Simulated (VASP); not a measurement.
# Cu in VASP: single point with PBE

Aim: the single point of Cu with PBE.

All numbers are computed with VASP 6.6.1; they aren't measurements. Logs are shortened: lines on timing, memory, paths and dates and some standing lists are left out, and cuts for length are marked.

## Step 1: The cell of the first run

The cell holds a slab with vacuum, 28 atoms: a = 7.700 Å, b = 7.700 Å, c = 15.630 Å, α = 90.00°, β = 90.00°, γ = 90.00°.

## Step 2: Single point, PBE

INCAR reads:

```
PREC = Accurate
ENCUT = 520
EDIFF = 1E-7
ISMEAR = 0
SIGMA = 0.1
LREAL = Auto
LASPH = T
NELM = 100
ALGO = Normal
ISIF = 2
LWAVE = F
LCHARG = F
GGA = PE
NBANDS = 174
```

KPOINTS reads:

```
Automatic mesh
0
Gamma
  3 3 1
```

POSCAR reads:

```
Cu
1.0
    7.7003928471      0.0000000000      0.0000000000
    0.0000000000      7.7003928471      0.0000000000
    0.0000000000      0.0000000000     15.6300000000
Cu
28
Direct
    0.0000000000      0.0000000000      0.3838771600
    0.3333333300      0.0000000000      0.3838771600
    0.6666666700      0.0000000000      0.3838771600
    0.0000000000      0.3333333300      0.3838771600
    0.3333333300      0.3333333300      0.3838771600
    0.6666666700      0.3333333300      0.3838771600
    0.0000000000      0.6666666700      0.3838771600
    0.3333333300      0.6666666700      0.3838771600
    0.6666666700      0.6666666700      0.3838771600
    0.1666903027      0.1666784998      0.4963409586
    0.4988513875      0.1666709853      0.4964056231
    0.8345382430      0.1666685566      0.4964303887
    0.1666740974      0.4988377631      0.4964117270
    0.4992644877      0.4992729636      0.4963841070
    0.8340945022      0.4992134984      0.4964294697
    0.1666716728      0.8345237922      0.4964241457
    0.4992323548      0.8340755761      0.4964075314
    0.8341173260      0.8341257228      0.4964501913
   -0.0027660082     -0.0027641358      0.6116732770
    0.3361727237     -0.0028473512      0.6116151721
    0.6666778309      0.0008370835      0.6090744296
   -0.0028020908      0.3361285990      0.6116455034
    0.3362305934      0.3362336255      0.6115818892
    0.6666873894      0.3325237237      0.6090614333
    0.0008512291      0.6666698440      0.6090810527
    0.3325369303      0.6666794104      0.6090552330
    0.6667041937      0.6666854702      0.6077195739
    0.1669165676      0.1667898254      0.7116485951
```

Potentials or basis: VASP PAW PBE potentials, release 64 (Cu).

Command:

```console
$ cat potpaw_PBE.64/Cu/POTCAR > POTCAR
$ mpirun -np 1 vasp_std > vasp.out
```

OUTCAR:

```text
PREC = Accurate
   ENCUT = 520
   EDIFF = 1E-7
   ISMEAR = 0
   LREAL = Auto
   LASPH = T
   NELM = 100
   ISIF = 2
   GGA = PE

 ion  position               nearest neighbor table
   1  0.000  0.000  0.384-  18 2.52  12 2.52  16 2.52  10 2.53   2 2.57   3 2.57   4 2.57   7 2.57

   2  0.333  0.000  0.384-  17 2.52  11 2.52  16 2.52  10 2.53   5 2.57   8 2.57   1 2.57   3 2.57

   3  0.667  0.000  0.384-  17 2.53  18 2.53  11 2.53  12 2.53   6 2.57   9 2.57   1 2.57   2 2.57
[... 45 lines left out ...]
  26  0.333  0.667  0.609-  16 2.53  13 2.53  17 2.53  14 2.53  23 2.55  20 2.55  25 2.55  27 2.57

  27  0.667  0.667  0.608-  18 2.52  15 2.52  17 2.52  14 2.52  25 2.57  21 2.57  24 2.57  26 2.57

  28  0.167  0.167  0.712-  23 2.42  20 2.42  22 2.42  19 2.42

  LATTYP: Found a simple tetragonal cell.
 ALAT       =     7.7003928471
 C/A-ratio  =     2.0297665730

  Lattice vectors:

 A1 = (   7.7003928471,   0.0000000000,   0.0000000000)
 A2 = (   0.0000000000,   7.7003928471,   0.0000000000)
 A3 = (   0.0000000000,   0.0000000000,  15.6300000000)

Analysis of symmetry for initial positions (statically):
=====================================================================
 Subroutine PRICEL returns:
 Original cell was already a primitive cell.

 Routine SETGRP: Setting up the symmetry group for a
 simple tetragonal supercell.

 Subroutine GETGRP returns: Found  1 space group operations
 (whereof  1 operations were pure point group operations)
 out of a pool of 16 trial point group operations.

The static configuration has the point symmetry C_1 .

Analysis of symmetry for dynamics (positions and initial velocities):
=====================================================================
 Subroutine PRICEL returns:
 Original cell was already a primitive cell.

 Routine SETGRP: Setting up the symmetry group for a
 simple tetragonal supercell.

 Subroutine GETGRP returns: Found  1 space group operations
 (whereof  1 operations were pure point group operations)
 out of a pool of 16 trial point group operations.

The dynamic configuration has the point symmetry C_1 .

 Subroutine INISYM returns: Found  1 space group operations
 (whereof  1 operations are pure point group operations),
 and found     1 'primitive' translations

----------------------------------------------------------------------------------------

                                     Primitive cell

  volume of cell :     926.7973

  direct lattice vectors                    reciprocal lattice vectors
     7.700392847  0.000000000  0.000000000     0.129863504  0.000000000  0.000000000
     0.000000000  7.700392847  0.000000000     0.000000000  0.129863504  0.000000000
     0.000000000  0.000000000 15.630000000     0.000000000  0.000000000  0.063979527

  length of vectors
     7.700392847  7.700392847 15.630000000     0.129863504  0.129863504  0.063979527

  position of ions in fractional coordinates (direct lattice)
     0.000000000  0.000000000  0.383877160
     0.333333330  0.000000000  0.383877160
     0.666666670  0.000000000  0.383877160
     0.000000000  0.333333330  0.383877160
     0.333333330  0.333333330  0.383877160
     0.666666670  0.333333330  0.383877160
[... 20 lines left out ...]
     0.666704194  0.666685470  0.607719574
     0.166916568  0.166789825  0.711648595

  ion indices of the primitive-cell ions
   primitive index   ion index
                 1           1
                 2           2
                 3           3
                 4           4
                 5           5
                 6           6
[... 20 lines left out ...]
                27          27
                28          28

----------------------------------------------------------------------------------------

 KPOINTS: Automatic mesh

Automatic generation of k-mesh.
 Grid dimensions read from file:
 generate k-points for:    3    3    1

 Generating k-lattice:

  Cartesian coordinates                     Fractional coordinates (reciprocal lattice)
     0.043287835  0.000000000  0.000000000     0.333333333  0.000000000  0.000000000
     0.000000000  0.043287835  0.000000000     0.000000000  0.333333333  0.000000000
     0.000000000  0.000000000  0.063979527     0.000000000  0.000000000  1.000000000

  Length of vectors
     0.043287835  0.043287835  0.063979527

  Shift w.r.t. Gamma in fractional coordinates (k-lattice)
     0.000000000  0.000000000  0.000000000

 Subroutine IBZKPT returns following result:
 ===========================================

 Found      5 irreducible k-points:

 Following reciprocal coordinates:
            Coordinates               Weight
  0.000000  0.000000  0.000000      1.000000
  0.333333  0.000000  0.000000      2.000000
  0.000000  0.333333  0.000000      2.000000
  0.333333  0.333333  0.000000      2.000000
 -0.333333  0.333333  0.000000      2.000000
   k-points           NKPTS =      5   k-points in BZ     NKDIM =      5   number of bands    NBANDS=    174
   number of dos      NEDOS =    301   number of ions     NIONS =     28
   total plane-waves  NPLWV = 432000
   dimension x,y,z NGX =    60 NGY =   60 NGZ =  120
   dimension x,y,z NGXF=   120 NGYF=  120 NGZF=  240
   ions per type =              28
   NGX,Y,Z   is equivalent  to a cutoff of  12.95, 12.95, 12.76 a.u.
   NGXF,Y,Z  is equivalent  to a cutoff of  25.91, 25.91, 25.53 a.u.
 SYSTEM =  unknown system
   PREC   = accura    normal or accurate (medium, high low for compatibility)
   ISTART =      0    job   : 0-new  1-cont  2-samecut
   ICHARG =      2    charge: 1-file 2-atom 10-const
   ISPIN  =      1    spin polarized calculation?
   LNONCOLLINEAR =      F non collinear calculations
   LSORBIT =      F    spin-orbit coupling
   LASPH  =      T    aspherical Exc in radial PAW
   ENCUT  =  520.0 eV  38.22 Ry    6.18 a.u.  14.32 14.32 29.06*2*pi/ulx,y,z
   NELM   =    100;   NELMIN=  2; NELMDL= -5     # of ELM steps
   EDIFF  = 0.1E-06   stopping-criterion for ELM
   LREAL  =      T    real-space projection
   EDIFFG = 0.1E-05   stopping-criterion for IOM
   NSW    =      0    number of steps for IOM
   IBRION =     -1    ionic relax: 0-MD 1-quasi-New 2-CG
   NFREE  =      0    steps in history (QN), initial steepest desc. (CG)
   ISIF   =      2    stress and relaxation
   ISYM   =      2    0-nonsym 1-usesym 2-fastsym
   POTIM  = 0.5000    time-step for ionic-motion
   TEBEG  =    0.0;   TEEND  =   0.0 temperature during run
   PSTRESS=    0.0 pullay stress
   NELECT =     308.0000    total number of electrons
   NUPDOWN=      -1.0000    fix difference up-down
   EMIN   =  10.00;   EMAX   =-10.00  energy-range for DOS
   EFERMI =   0.00;   METHOD = LEGACY
   ISMEAR =     0;   SIGMA  =   0.10  broadening in eV -4-tet -1-fermi 0-gaus
   EFERMI_NEDOS =   21; number of points for ismear=-14 and -15
   IALGO  =     38    algorithm
   IMIX   =      4    mixing-type and parameters
     AMIX     =   0.40;   BMIX     =  1.00
     AMIX_MAG =   1.60;   BMIX_MAG =  1.00
  volume/ion in A,a.u.               =      33.10       223.37
  Fermi-wavevector in a.u.,A,eV,Ry     =   1.133958  2.142869 17.495186  1.285860
  Thomas-Fermi vector in A             =   2.270661
   LORBIT       =      0    0 simple, 1 ext, 2 COOP (PROOUT), +10 PAW based schemes
   GGA     = PE    functional components
   LHFCALC =     F    Hartree Fock is set to
   AEXX    =    0.0000 exact exchange contribution
   IVDW    =     0    specifies the selected vdW correction
   LEPSILON=     F    determine dielectric tensor
   LRPA    =     F    only Hartree local field effects (RPA)
 non-spin polarized calculation
 Gauss-broadening in eV      SIGMA  =   0.10
  energy-cutoff  :      520.00
  volume of cell :      926.80
 maximum number of plane-waves:     24995
 NGX is ok and might be reduce to    60
   NGX = 29   NGY = 29   NGZ = 59

 number of electron     307.9999617 magnetization

 Free energy of the ion-electron system (eV)
  ---------------------------------------------------
  ext. energy  EPLUGINS =         0.00000000
  ---------------------------------------------------
  free energy    TOTEN  =       -93.21030620 eV

  energy without entropy =      -93.18425949  energy(sigma->0) =      -93.19728285

 E-fermi :  -0.1080     XC(G=0):  -5.7786

 val. band max:       -0.1676252499   @ k =   0.0000   0.3333   0.0000
 cond. band min:       0.0988086193   @ k =   0.3333   0.3333   0.0000
 fundamental gap:      0.2664338692
 Fermi energy:        -0.1079726943

 k-point     1 :       0.0000    0.0000    0.0000
  band No.  band energies     occupation
      1      -8.4398      2.00000
      2      -6.1731      2.00000
      3      -6.1337      2.00000
      4      -6.1337      2.00000
      5      -6.1049      2.00000
      6      -5.9818      2.00000
[... 158 lines left out ...]
    165       2.7206      0.00000
    166       3.4404      0.00000

 k-point     2 :       0.3333    0.0000    0.0000
  band No.  band energies     occupation
      1      -8.1525      2.00000
      2      -7.3282      2.00000
      3      -5.9117      2.00000
      4      -5.8968      2.00000
      5      -5.7569      2.00000
      6      -5.2953      2.00000
[... 158 lines left out ...]
    165       2.7091      0.00000
    166       2.7592      0.00000

 k-point     3 :       0.0000    0.3333    0.0000
  band No.  band energies     occupation
      1      -8.1525      2.00000
      2      -7.3282      2.00000
      3      -5.9117      2.00000
      4      -5.8968      2.00000
      5      -5.7569      2.00000
      6      -5.2953      2.00000
[... 158 lines left out ...]
    165       2.7091      0.00000
    166       2.7592      0.00000

 k-point     4 :       0.3333    0.3333    0.0000
  band No.  band energies     occupation
      1      -7.8687      2.00000
      2      -7.0724      2.00000
      3      -7.0431      2.00000
      4      -6.3039      2.00000
      5      -5.5413      2.00000
      6      -4.9748      2.00000
[... 158 lines left out ...]
    165       1.8935      0.00000
    166       1.9115      0.00000

 k-point     5 :      -0.3333    0.3333    0.0000
  band No.  band energies     occupation
      1      -7.8687      2.00000
      2      -7.0724      2.00000
      3      -7.0431      2.00000
      4      -6.3039      2.00000
      5      -5.5413      2.00000
      6      -4.9748      2.00000
[... 158 lines left out ...]
    165       1.8935      0.00000
    166       1.9115      0.00000
 [bands above 166 left out]

------------------------ aborting loop because EDIFF is reached ----------------------------------------

  FORCE on cell =-STRESS in cart. coord.  units (eV):
  Direction    XX          YY          ZZ          XY          YZ          ZX
  --------------------------------------------------------------------------------------
  -------------------------------------------------------------------------------------
  Total       -7.4884971     -7.4885121      0.4795376     -0.0004990     -0.0057405     -0.0115221
  in kB      -12.9455500    -12.9455759      0.8289884     -0.0008627     -0.0099238     -0.0199185
  external PRESSURE =      -8.3540458 kB  Pullay stress =       0.0000000 kB

 VOLUME and BASIS-vectors are now :
 -----------------------------------------------------------------------------
  energy-cutoff  :      520.00
  volume of cell :      926.80
      direct lattice vectors                 reciprocal lattice vectors
     7.700392847  0.000000000  0.000000000     0.129863504  0.000000000  0.000000000
     0.000000000  7.700392847  0.000000000     0.000000000  0.129863504  0.000000000
     0.000000000  0.000000000 15.630000000     0.000000000  0.000000000  0.063979527

 POSITION                                       TOTAL-FORCE (eV/Angst)
 -----------------------------------------------------------------------------------
      0.00000      0.00000      6.00000        -0.014394     -0.014417      0.000256
      2.56680      0.00000      6.00000         0.014271     -0.014204     -0.000405
      5.13360      0.00000      6.00000         0.000832     -0.002430     -0.037907
      0.00000      2.56680      6.00000        -0.014279      0.014360     -0.000058
      2.56680      2.56680      6.00000         0.014192      0.014181     -0.000706
      5.13360      2.56680      6.00000         0.000885      0.001788     -0.038854
[... 20 lines left out ...]
      5.13388      5.13374      9.49866        -0.001069     -0.000546      0.023842
      1.28532      1.28435     11.12307        -0.001922     -0.000932      0.040956
 -----------------------------------------------------------------------------------
    total drift:                                0.000499      0.000241      0.006976

  FREE ENERGIE OF THE ION-ELECTRON SYSTEM (eV)
  ---------------------------------------------------
  free  energy   TOTEN  =       -93.2103061988 eV

  energy  without entropy=      -93.1842594940  energy(sigma->0) =      -93.19728285
```

Run time: 46 min. Hardware: 1 thread of Intel Xeon Platinum 8259CL at 2.50GHz (Skylake/Cascade Lake), shared host; peak memory 1.1 GiB.

What came out:

| Item | Value |
| --- | --- |
| Free energy | -93.2103 eV |
| Largest force | 0.041 eV/Å |
| Band gap on the k mesh | zero (band 154 reaches 0.10 eV, above the bottom of band 155 at -0.96 eV) |

Forces on the atoms (eV/Å):
```
Cu  -0.014 -0.014  0.000
Cu   0.014 -0.014  0.000
Cu   0.001 -0.002 -0.038
Cu  -0.014  0.014  0.000
Cu   0.014  0.014 -0.001
Cu   0.001  0.002 -0.039
Cu  -0.003  0.000 -0.037
Cu   0.001  0.000 -0.039
Cu   0.002  0.001  0.001
Cu  -0.001  0.000  0.004
Cu  -0.006  0.000 -0.005
Cu   0.006  0.000 -0.007
Cu  -0.001 -0.006 -0.006
Cu   0.000 -0.001 -0.002
Cu   0.002  0.001 -0.005
Cu  -0.001  0.006 -0.006
Cu   0.001  0.002 -0.004
Cu   0.001  0.000 -0.006
Cu  -0.012 -0.013  0.010
Cu   0.013 -0.011  0.011
Cu   0.000  0.000  0.020
Cu  -0.011  0.013  0.010
Cu   0.011  0.010  0.012
Cu   0.000  0.000  0.021
Cu   0.000  0.000  0.020
Cu   0.000  0.000  0.021
Cu  -0.001 -0.001  0.024
Cu  -0.002 -0.001  0.041
```
